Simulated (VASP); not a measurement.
# K in VASP: further runs

The runs below take K through single point, with LDA.

Everything below comes from runs of VASP 6.6.1. Logs are shortened: lines on timing, memory, paths and dates and some standing lists are left out, and cuts for length are marked.

### Step 1. The cell of the first run

The cell holds a slab with vacuum, 4 atoms: a = 4.725 Å, b = 4.725 Å, c = 21.718 Å, α = 90.00°, β = 90.00°, γ = 117.88°.

### Step 2. Single point, LDA

File INCAR:

```
SYSTEM = K
PREC = Accurate
ENCUT = 520
EDIFF = 1E-7
ISMEAR = -1
SIGMA = 0.1
LREAL = .False.
LASPH = .True.
NELM = 100
ALGO = Normal
ISIF = 2
LWAVE = .False.
LCHARG = .False.
LDIPOL = .True.
IDIPOL = 3
DIPOL = 0.5 0.5 0.500
GGA = CA
NBANDS = 26
```

File KPOINTS:

```
regular mesh
0
Gamma
  4 4 1
  0 0 0
```

File POSCAR:

```
K
1.0
    4.7251250000      0.0000000000      0.0000000000
   -2.2093569315      4.1767868290      0.0000000000
    0.0000000000      0.0000000000     21.7176970000
K
4
Direct
    0.8206130000      0.1793870000      0.2302269895
    0.1793870000      0.8206130000      0.4100756632
    0.8206130000      0.1793870000      0.5899243368
    0.1793870000      0.8206130000      0.7697730105
```

Potentials or basis: VASP PAW LDA potentials, release 64 (K_sv).

The run is started by

```bash
$ cat potpaw_LDA.64/K_sv/POTCAR > POTCAR
$ mpirun -np 1 vasp_std > vasp.out
```

OUTCAR:

```text
SYSTEM = K
   PREC = Accurate
   ENCUT = 520
   EDIFF = 1E-7
   ISMEAR = -1
   LREAL = .False.
   LASPH = .True.
   NELM = 100
   ISIF = 2
   GGA = CA

 ion  position               nearest neighbor table
   1  0.821  0.179  0.230-
   2  0.179  0.821  0.410-
   3  0.821  0.179  0.590-
   4  0.179  0.821  0.770-

  LATTYP: Found a base centered orthorhombic cell.
 ALAT       =     4.8759242395
 B/A-ratio  =     1.6602432002
 C/A-ratio  =     4.4540677692

  Lattice vectors:

 A1 = (   4.7251250000,   0.0000000000,   0.0000000000)
 A2 = (  -2.2093569315,   4.1767868290,   0.0000000000)
 A3 = (   0.0000000000,   0.0000000000,  21.7176970000)

Analysis of symmetry for initial positions (statically):
=====================================================================
 Subroutine PRICEL returns:
 Original cell was already a primitive cell.

 Routine SETGRP: Setting up the symmetry group for a
 base centered orthorhombic supercell.

 Subroutine GETGRP returns: Found  4 space group operations
 (whereof  4 operations were pure point group operations)
 out of a pool of  8 trial point group operations.

The static configuration has the point symmetry C_2h.

Analysis of symmetry for dynamics (positions and initial velocities):
=====================================================================
 Subroutine PRICEL returns:
 Original cell was already a primitive cell.

 Routine SETGRP: Setting up the symmetry group for a
 base centered orthorhombic supercell.

 Subroutine GETGRP returns: Found  4 space group operations
 (whereof  4 operations were pure point group operations)
 out of a pool of  8 trial point group operations.

The dynamic configuration has the point symmetry C_2h.

 Subroutine INISYM returns: Found  4 space group operations
 (whereof  4 operations are pure point group operations),
 and found     1 'primitive' translations

----------------------------------------------------------------------------------------

                                     Primitive cell

  volume of cell :     428.6170

  direct lattice vectors                    reciprocal lattice vectors
     4.725125000  0.000000000  0.000000000     0.211634613  0.111946436  0.000000000
    -2.209356931  4.176786829  0.000000000     0.000000000  0.239418491  0.000000000
     0.000000000  0.000000000 21.717697000     0.000000000  0.000000000  0.046045398

  length of vectors
     4.725125000  4.725125000 21.717697000     0.239418491  0.239418491  0.046045398

  position of ions in fractional coordinates (direct lattice)
     0.820613000  0.179387000  0.230226989
     0.179387000  0.820613000  0.410075663
     0.820613000  0.179387000  0.589924337
     0.179387000  0.820613000  0.769773011

  ion indices of the primitive-cell ions
   primitive index   ion index
                 1           1
                 2           2
                 3           3
                 4           4

----------------------------------------------------------------------------------------

 KPOINTS: regular mesh

Automatic generation of k-mesh.
 Grid dimensions read from file:
 generate k-points for:    4    4    1

 Generating k-lattice:

  Cartesian coordinates                     Fractional coordinates (reciprocal lattice)
     0.052908653  0.027986609  0.000000000     0.250000000  0.000000000  0.000000000
     0.000000000  0.059854623  0.000000000     0.000000000  0.250000000  0.000000000
     0.000000000  0.000000000  0.046045398     0.000000000  0.000000000  1.000000000

  Length of vectors
     0.059854623  0.059854623  0.046045398

  Shift w.r.t. Gamma in fractional coordinates (k-lattice)
     0.000000000  0.000000000  0.000000000

 Subroutine IBZKPT returns following result:
 ===========================================

 Found      7 irreducible k-points:

 Following reciprocal coordinates:
            Coordinates               Weight
  0.000000  0.000000  0.000000      1.000000
  0.250000  0.000000  0.000000      4.000000
  0.500000  0.000000  0.000000      2.000000
  0.250000  0.250000  0.000000      2.000000
  0.500000  0.250000  0.000000      4.000000
 -0.250000  0.250000  0.000000      2.000000
  0.500000  0.500000  0.000000      1.000000
   k-points           NKPTS =      7   k-points in BZ     NKDIM =      7   number of bands    NBANDS=     26
   number of dos      NEDOS =    301   number of ions     NIONS =      4
   total plane-waves  NPLWV = 209952
   dimension x,y,z NGX =    36 NGY =   36 NGZ =  162
   dimension x,y,z NGXF=    72 NGYF=   72 NGZF=  324
   ions per type =               4
   NGX,Y,Z   is equivalent  to a cutoff of  12.67, 12.67, 12.40 a.u.
   NGXF,Y,Z  is equivalent  to a cutoff of  25.33, 25.33, 24.80 a.u.
 SYSTEM =  K
   PREC   = accura    normal or accurate (medium, high low for compatibility)
   ISTART =      0    job   : 0-new  1-cont  2-samecut
   ICHARG =      2    charge: 1-file 2-atom 10-const
   ISPIN  =      1    spin polarized calculation?
   LNONCOLLINEAR =      F non collinear calculations
   LSORBIT =      F    spin-orbit coupling
   LASPH  =      T    aspherical Exc in radial PAW
   ENCUT  =  520.0 eV  38.22 Ry    6.18 a.u.   8.79  8.79 40.38*2*pi/ulx,y,z
   NELM   =    100;   NELMIN=  2; NELMDL= -5     # of ELM steps
   EDIFF  = 0.1E-06   stopping-criterion for ELM
   LREAL  =      F    real-space projection
   EDIFFG = 0.1E-05   stopping-criterion for IOM
   NSW    =      0    number of steps for IOM
   IBRION =     -1    ionic relax: 0-MD 1-quasi-New 2-CG
   NFREE  =      0    steps in history (QN), initial steepest desc. (CG)
   ISIF   =      2    stress and relaxation
   ISYM   =      2    0-nonsym 1-usesym 2-fastsym
   POTIM  = 0.5000    time-step for ionic-motion
   TEBEG  =    0.0;   TEEND  =   0.0 temperature during run
   PSTRESS=    0.0 pullay stress
   NELECT =      36.0000    total number of electrons
   NUPDOWN=      -1.0000    fix difference up-down
   EMIN   =  10.00;   EMAX   =-10.00  energy-range for DOS
   EFERMI =   0.00;   METHOD = LEGACY
   ISMEAR =    -1;   SIGMA  =   0.10  broadening in eV -4-tet -1-fermi 0-gaus
   EFERMI_NEDOS =   21; number of points for ismear=-14 and -15
   IALGO  =     38    algorithm
   IMIX   =      4    mixing-type and parameters
     AMIX     =   0.40;   BMIX     =  1.00
     AMIX_MAG =   1.60;   BMIX_MAG =  1.00
  volume/ion in A,a.u.               =     107.15       723.11
  Fermi-wavevector in a.u.,A,eV,Ry     =   0.716945  1.354830  6.993533  0.514010
  Thomas-Fermi vector in A             =   1.805497
   LORBIT       =      0    0 simple, 1 ext, 2 COOP (PROOUT), +10 PAW based schemes
   GGA     = CA    functional components
   LHFCALC =     F    Hartree Fock is set to
   AEXX    =    0.0000 exact exchange contribution
   IVDW    =     0    specifies the selected vdW correction
   LEPSILON=     F    determine dielectric tensor
   LRPA    =     F    only Hartree local field effects (RPA)
 non-spin polarized calculation
  energy-cutoff  :      520.00
  volume of cell :      428.62
 maximum number of plane-waves:     11553
   NGX = 17   NGY = 17   NGZ = 81

 dipolmoment           0.000000      0.000000     -0.000000 electrons x Angstroem

 number of electron      36.0000000 magnetization

 dipolmoment           0.000000      0.000000      0.000000 electrons x Angstroem

 Free energy of the ion-electron system (eV)
  ---------------------------------------------------
  ext. energy  EPLUGINS =         0.00000000
  ---------------------------------------------------
  free energy    TOTEN  =        -4.24841950 eV

  energy without entropy =       -4.11731850  energy(sigma->0) =       -4.18286900

 E-fermi :  -0.8637     XC(G=0):  -4.6343

 val. band max:       -0.9205144407   @ k =   0.2500   0.2500   0.0000
 cond. band min:      -0.8192189371   @ k =   0.5000   0.2500   0.0000
 fundamental gap:      0.1012955036
 Fermi energy:        -0.8636719822

 k-point     1 :       0.0000    0.0000    0.0000
  band No.  band energies     occupation
      1     -32.9574      2.00000
      2     -32.9574      2.00000
      3     -32.7451      2.00000
      4     -32.7435      2.00000
      5     -16.6838      2.00000
      6     -16.6837      2.00000
[... 18 lines left out ...]
     25       2.3296      0.00000
     26       2.8502      0.00000

 k-point     2 :       0.2500    0.0000    0.0000
  band No.  band energies     occupation
      1     -32.9564      2.00000
      2     -32.9564      2.00000
      3     -32.7439      2.00000
      4     -32.7427      2.00000
      5     -16.6807      2.00000
      6     -16.6807      2.00000
[... 18 lines left out ...]
     25       1.6342      0.00000
     26       1.8893      0.00000

 k-point     3 :       0.5000    0.0000    0.0000
  band No.  band energies     occupation
      1     -32.9554      2.00000
      2     -32.9554      2.00000
      3     -32.7425      2.00000
      4     -32.7421      2.00000
      5     -16.6808      2.00000
      6     -16.6807      2.00000
[... 18 lines left out ...]
     25       0.9683      0.00000
     26       1.3547      0.00000

 k-point     4 :       0.2500    0.2500    0.0000
  band No.  band energies     occupation
      1     -32.9554      2.00000
      2     -32.9554      2.00000
      3     -32.7425      2.00000
      4     -32.7421      2.00000
      5     -16.6777      2.00000
      6     -16.6777      2.00000
[... 18 lines left out ...]
     25       0.9720      0.00000
     26       1.4104      0.00000

 k-point     5 :       0.5000    0.2500    0.0000
  band No.  band energies     occupation
      1     -32.9551      2.00000
      2     -32.9551      2.00000
      3     -32.7424      2.00000
      4     -32.7418      2.00000
      5     -16.6773      2.00000
      6     -16.6773      2.00000
[... 18 lines left out ...]
     25       0.9275      0.00000
     26       1.4652      0.00000

 k-point     6 :      -0.2500    0.2500    0.0000
  band No.  band energies     occupation
      1     -32.9561      2.00000
      2     -32.9561      2.00000
      3     -32.7437      2.00000
      4     -32.7425      2.00000
      5     -16.6803      2.00000
      6     -16.6802      2.00000
[... 18 lines left out ...]
     25       1.7822      0.00000
     26       2.0119      0.00000

 k-point     7 :       0.5000    0.5000    0.0000
  band No.  band energies     occupation
      1     -32.9549      2.00000
      2     -32.9549      2.00000
      3     -32.7422      2.00000
      4     -32.7415      2.00000
      5     -16.6844      2.00000
      6     -16.6844      2.00000
[... 18 lines left out ...]
     25       0.9746      0.00000
     26       1.5921      0.00000

------------------------ aborting loop because EDIFF is reached ----------------------------------------

 vacuum level on the upper side and lower side of the slab       (xc-potential included)        -1.128        -1.128

  FORCE on cell =-STRESS in cart. coord.  units (eV):
  Direction    XX          YY          ZZ          XY          YZ          ZX
  --------------------------------------------------------------------------------------
  -------------------------------------------------------------------------------------
  Total       -1.0391247     -1.0461716     -1.0832230     -0.0066611      0.0030278     -0.0050270
  in kB       -3.8842651     -3.9106065     -4.0491053     -0.0248992      0.0113181     -0.0187909
  external PRESSURE =      -3.9479923 kB  Pullay stress =       0.0000000 kB

 VOLUME and BASIS-vectors are now :
 -----------------------------------------------------------------------------
  energy-cutoff  :      520.00
  volume of cell :      428.62
      direct lattice vectors                 reciprocal lattice vectors
     4.725125000  0.000000000  0.000000000     0.211634613  0.111946436  0.000000000
    -2.209356931  4.176786829  0.000000000     0.000000000  0.239418491  0.000000000
     0.000000000  0.000000000 21.717697000     0.000000000  0.000000000  0.046045398

 POSITION                                       TOTAL-FORCE (eV/Angst)
 -----------------------------------------------------------------------------------
      3.48117      0.74926      5.00000         0.001475     -0.000888      0.083598
     -0.96540      3.42753      8.90590        -0.003080      0.001855      0.010369
      3.48117      0.74926     12.81180         0.003080     -0.001855     -0.010369
     -0.96540      3.42753     16.71770        -0.001475      0.000888     -0.083598
 -----------------------------------------------------------------------------------
    total drift:                                0.000000     -0.000000      0.000000

  FREE ENERGIE OF THE ION-ELECTRON SYSTEM (eV)
  ---------------------------------------------------
  free  energy   TOTEN  =        -4.2484195042 eV

  energy  without entropy=       -4.1173184955  energy(sigma->0) =       -4.18286900

 vacuum level on the upper side and lower side of the slab         0.469         0.469
```

Run time: 64 s. Hardware: 1 thread of Intel Xeon Platinum 8488C (Sapphire Rapids), shared host; peak memory 0.37 GiB.

Results:

```yaml
Free_energy: -4.2484 eV
Largest_force: 0.084 eV/Å
Band_gap_on_the_k_mesh: zero (band 18 reaches -0.45 eV, above the bottom of band 19 at -2.02 eV)
```

Forces on the atoms (eV/Å):
```
K    0.001 -0.001  0.084
K   -0.003  0.002  0.010
K    0.003 -0.002 -0.010
K   -0.001  0.001 -0.084
```

Caveat: the k points lie up to 0.38 Å⁻¹ apart.

### Step 3. Single point, LDA

This run uses another cell than the first one, of 121.96 Å³/atom, 1.138 times its volume.

File INCAR:

```
SYSTEM = K
ALGO = Normal ; DIPOL = 0.5 0.5 0.500
EDIFF = 1E-6 ; ENCUT = 520
GGA = CA ; IDIPOL = 3
ISIF = 2 ; ISMEAR = -1
LASPH = .True. ; LCHARG = .False.
LDIPOL = .True. ; LREAL = .False.
LWAVE = .False. ; NBANDS = 26
NELM = 60 ; PREC = Accurate
SIGMA = 0.1
```

File KPOINTS:

```
k-points
0
Gamma
  4 4 1
  0 0 0
```

File POSCAR:

```
K
1.0
    4.7251250000      0.0000000000      0.0000000000
   -2.2093569315      4.1767868290      0.0000000000
    0.0000000000      0.0000000000     24.7176970000
K
4
Direct
    0.8206130000      0.1793870000      0.2629694830
    0.1793870000      0.8206130000      0.4209898277
    0.8206130000      0.1793870000      0.5790101723
    0.1793870000      0.8206130000      0.7370305170
```

Potentials or basis: VASP PAW LDA potentials, release 64 (K_sv).

The run is started by

```bash
$ cat potpaw_LDA.64/K_sv/POTCAR > POTCAR
$ mpirun -np 1 vasp_std > vasp.out
```

OUTCAR:

```text
SYSTEM = K
   EDIFF = 1E-6
   ENCUT = 520
   GGA = CA
   ISIF = 2
   ISMEAR = -1
   LASPH = .True.
   LREAL = .False.
   NELM = 60
   PREC = Accurate

 ion  position               nearest neighbor table
   1  0.821  0.179  0.263-
   2  0.179  0.821  0.421-
   3  0.821  0.179  0.579-
   4  0.179  0.821  0.737-

  LATTYP: Found a base centered orthorhombic cell.
 ALAT       =     4.8759242395
 B/A-ratio  =     1.6602432002
 C/A-ratio  =     5.0693357374

  Lattice vectors:

 A1 = (   4.7251250000,   0.0000000000,   0.0000000000)
[... 381 lines left out ...]
  -------------------------------------------------------------------------------------
  Total       -1.0536852     -1.0605515     -1.0397617     -0.0064903      0.0029823     -0.0049513
  in kB       -3.4606513     -3.4832024     -3.4149219     -0.0213164      0.0097948     -0.0162618
  external PRESSURE =      -3.4529252 kB  Pullay stress =       0.0000000 kB

 VOLUME and BASIS-vectors are now :
 -----------------------------------------------------------------------------
  energy-cutoff  :      520.00
  volume of cell :      487.82
      direct lattice vectors                 reciprocal lattice vectors
     4.725125000  0.000000000  0.000000000     0.211634613  0.111946436  0.000000000
    -2.209356931  4.176786829  0.000000000     0.000000000  0.239418491  0.000000000
     0.000000000  0.000000000 24.717697000     0.000000000  0.000000000  0.040456844

 POSITION                                       TOTAL-FORCE (eV/Angst)
 -----------------------------------------------------------------------------------
      3.48117      0.74926      6.50000         0.001488     -0.000896      0.082951
     -0.96540      3.42753     10.40590        -0.003022      0.001820      0.011858
      3.48117      0.74926     14.31180         0.003022     -0.001820     -0.011858
     -0.96540      3.42753     18.21770        -0.001488      0.000896     -0.082951
 -----------------------------------------------------------------------------------
    total drift:                                0.000000     -0.000000      0.000000

  FREE ENERGIE OF THE ION-ELECTRON SYSTEM (eV)
  ---------------------------------------------------
  free  energy   TOTEN  =        -4.2471481066 eV

  energy  without entropy=       -4.1144570187  energy(sigma->0) =       -4.18080256

 vacuum level on the upper side and lower side of the slab         0.939         0.939
```

stdout:

```text
POSCAR found type information on POSCAR K
 POSCAR found :  1 types and       4 ions
 scaLAPACK will be used
 LDA part: xc-table for (Slater(with rela. corr.)+CA(PZ))
 , standard interpolation
 POSCAR, INCAR and KPOINTS ok, starting setup
 FFT: planning ... GRIDC
 FFT: planning ... GRID_SOFT
 FFT: planning ... GRID
 WAVECAR not read
 entering main loop
```

Run time: 78 s. Hardware: 1 thread of Intel Xeon Platinum 8488C (Sapphire Rapids), shared host; peak memory 0.39 GiB.

Results:

```
Free energy            : -4.2471 eV
Largest force          : 0.083 eV/Å
Band gap on the k mesh : zero (band 18 reaches -0.65 eV, above the bottom of band 19 at -2.20 eV)
```

Forces on the atoms (eV/Å):
```
K    0.001 -0.001  0.083
K   -0.003  0.002  0.012
K    0.003 -0.002 -0.012
K   -0.001  0.001 -0.083
```

Levels at points of the mesh, in eV from the Fermi level:
```tsv
k point	band 16	band 17	band 18	band 19	band 20	band 21
(0.00, 0.00, 0.00)	-15.56	-2.03	-1.71	-1.14	-0.41	0.55
(0.50, 0.00, 0.00)	-15.57	0.13	0.27	0.41	0.48	0.98
(0.50, 0.50, 0.00)	-15.57	0.24	0.42	0.54	0.61	1.07
```

Caveat: the k points lie up to 0.38 Å⁻¹ apart.

(Part 1 of 2 ends here.)
